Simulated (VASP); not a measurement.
A run of VASP 6.6.1 is set up as follows.

File INCAR:

```
SYSTEM = K4H
ALGO = Normal
EDIFF = 1E-6
ENCUT = 520
GGA = PE
ISIF = 2
ISMEAR = 0
LASPH = .TRUE.
LCHARG = .TRUE.
LELF = .TRUE.
LREAL = .FALSE.
LVHAR = .TRUE.
LWAVE = .FALSE.
NBANDS = 26
NELM = 80
PREC = Accurate
SIGMA = 0.1
```

KPOINTS

```
k-points
0
G
  4 4 4
  0 0 0
```

The input POSCAR:

```
K4H
1.0
    5.0802417300      0.0000000000      0.0000000000
    0.0000000000      5.0802417300      0.0000000000
    0.0000000000      0.0000000000      7.1845467500
K H
4 1
Direct
    0.5000000000      0.0000000000      0.2500000000
    0.0000000000      0.5000000000      0.7500000000
    0.5000000000      0.0000000000      0.7500000000
    0.0000000000      0.5000000000      0.2500000000
    0.0000000000      0.0000000000      0.0000000000
```

Potentials or basis: VASP PAW PBE potentials, release 64 (K_sv, H).

The run is started by

```bash
$ cat potpaw_PBE.64/K_sv/POTCAR potpaw_PBE.64/H/POTCAR > POTCAR
$ mpirun -np 1 vasp_std > vasp.out
```

Question: Estimate the largest force.

Answer: 0.270 eV/Å.

Question: Estimate the pressure.

Answer: 2.4 GPa.

Question: Estimate the band gap on the k mesh.

Answer: Zero (an odd number of electrons rules out a gap without spin polarisation).

Stress tensor (GPa, compression positive):
```
2.46 0.00 0.00
0.00 2.46 0.00
0.00 0.00 2.27
```

Caveat: the cell differs from its parent crystal (atoms taken out).
